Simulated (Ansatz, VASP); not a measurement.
**One calculation of YF, two programs**

```
Y F
1.0
     3.54210    0.00000    0.00000
    -1.77105    3.06755    0.00000
     0.00000    0.00000    7.55456
Y F
2 2
Direct
  0.33333 0.66667 0.33191
  0.66667 0.33333 0.83191
  0.33333 0.66667 0.04123
  0.66667 0.33333 0.54123
```

Alike in both runs: task relaxation of cell and atoms; functional PBE; k mesh 18 × 18 × 6; occupations gaussian, width 0.1 eV; no spin polarisation.

|  | VASP | Ansatz |
| --- | --- | --- |
| version | VASP 6.6.1 | Ansatz 0.2.0 |
| potentials or method | VASP PAW PBE potentials, release 64 (Y_sv, F), cutoff 600 eV | scalar-relativistic, plane waves, PAW |
| valence electrons in the cell | 36 | 36 |

VASP gave:

| Property | Result |
| --- | --- |
| gap on the k mesh at the Fermi level, each at its own relaxed structure (eV) | none |
| relaxed volume (Å³/atom) | 20.43 |
| relaxed cell length with the largest relative difference (Å) | 3.530 |

Problem. Which values does Ansatz return?

Solution. gap on the k mesh at the Fermi level, each at its own relaxed structure (eV): none; relaxed volume (Å³/atom): 20.51; relaxed cell length with the largest relative difference (Å): 3.538.

A gap of «none» marks a metal or a gap that the smearing closes.
